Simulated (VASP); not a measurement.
Al16P, 17 atoms in the cell. The cell holds a slab with vacuum, 17 atoms: a = 8.100 Å, b = 5.728 Å, c = 15.296 Å, α = 90.00°, β = 90.00°, γ = 90.00°. 

* Program: VASP 6.6.1
* Task: single point
* Functional: LDA
* Potentials or basis: VASP PAW LDA potentials, release 64 (Al, P)
* Cutoff: 520 eV
* k mesh: 2 × 3 × 1
* Occupations: fermi-dirac, width 0.05 eV
* Spin: no spin polarisation
* Dipole correction: no
* Further INCAR settings: LREAL = Auto; ALGO = Normal; EDIFF = 1e-06; NBANDS = 40

Potentials or basis: VASP PAW LDA potentials, release 64 (Al, P).

Run with:

```console
$ cat potpaw_LDA.64/Al/POTCAR potpaw_LDA.64/P/POTCAR > POTCAR
$ mpirun -np 1 vasp_std > vasp.out
```

Hardware: 1 thread of Intel(R) Xeon(R) 6975P-C (Granite Rapids), with other jobs on the host.

**Question.** Estimate the wall time of this run.

**Answer.** Wall time 2.6 min on 1 thread of Intel(R) Xeon(R) 6975P-C (Granite Rapids) (shared host), peak memory 0.52 GiB. Counts: scf iterations 20, k points 4.
